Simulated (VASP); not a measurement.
Runs of VASP 6.6.1 on Nb. Symmetry: Im-3m, No. 229, cubic system. The conventional cell has a = 3.244 Å, b = 3.244 Å, c = 3.244 Å, α = 90.00°, β = 90.00°, γ = 90.00°. Within 3.7 Å of Nb (site symmetry m-3m) lie 14 Nb at 2.81 to 3.24 Å. 

| level | U | smearing | gap on the mesh (eV) | pressure (GPa) |
| --- | --- | --- | --- | --- |
| r2SCAN+U | Nb d U = 1.0 eV | fermi-dirac 0.1069 eV | none | 14.3 |
| revPBE | - | fermi-dirac 0.1069 eV | none | 14.3 |
| r2SCAN | - | fermi-dirac 0.1069 eV | none | 11.1 |
| r2SCAN | - | methfessel-paxton 0.025 eV | none | (a) |

Alike in all rows: task single point; potentials or basis VASP PAW PBE potentials, release 64 (Nb_sv); no spin polarisation; cell as given; k mesh 8 × 8 × 8; cutoff (eV) 520.

**Question.** Fill in the values left out.

**Answer.** (a) 11.0.

Caveats: the PAW data sets were made with another functional, which shifts forces and pressure a little; U without spin polarisation on a metal has little footing (some runs); the U is typed as a test and isn't derived for this compound (some runs).

A k mesh can miss the band edges, and the runs leave out spin-orbit coupling on Nb.

A gap of «none» marks levels without a gap at the run's occupations.
